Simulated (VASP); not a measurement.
Set up this calculation in VASP 6.6.1, as the native input.

```
Task                   : single point
Functional             : PBEsol
Potentials or basis    : VASP PAW PBE potentials, release 64 (Te, Sn_d)
Cutoff                 : 520 eV
k mesh                 : 7 × 7 × 7
Occupations            : fermi-dirac, width 0.05 eV
Spin                   : no spin polarisation
Dipole correction      : no
Further INCAR settings : ALGO = Normal; EDIFF = 1e-06; NBANDS = 17
```

The structure of SnTe lies in POSCAR:

```
SnTe
1.0
    0.0000000000      3.5417191358      3.5417191358
    3.5417191358      0.0000000000      3.5417191358
    3.5417191358      3.5417191358      0.0000000000
Te Sn
1 1
Direct
    0.2500000000      0.2500000000      0.2500000000
    0.0000000000      0.0000000000      0.0000000000
```

These files were run (other wordings do the same):

INCAR

```
ALGO = Normal
EDIFF = 1E-6
ENCUT = 520
GGA = PS
ISIF = 2
ISMEAR = -1
LASPH = T
LCHARG = T
LELF = T
LREAL = F
LVHAR = T
LWAVE = F
NBANDS = 17
NELM = 100
PREC = Accurate
SIGMA = 0.05
```

KPOINTS

```
k-points
0
Gamma
  7 7 7
```

Potentials or basis: VASP PAW PBE potentials, release 64 (Te, Sn_d).

The run is started by

```sh
$ cat potpaw_PBE.64/Te/POTCAR potpaw_PBE.64/Sn_d/POTCAR > POTCAR
$ mpirun -np 1 vasp_std > vasp.out
```

Results of the run:

* Pressure: 0.0 GPa
* Band gap on the k mesh: 0.14 eV, indirect (least direct gap 0.72 eV)

Caveat: the PAW data sets were made with another functional, which shifts forces and pressure a little; spin-orbit coupling is left out, which moves the levels of the heavy elements.

Run time: 15 s on 1 thread of Intel(R) Xeon(R) 6975P-C (Granite Rapids), on a shared host, peak memory 0.24 GiB.
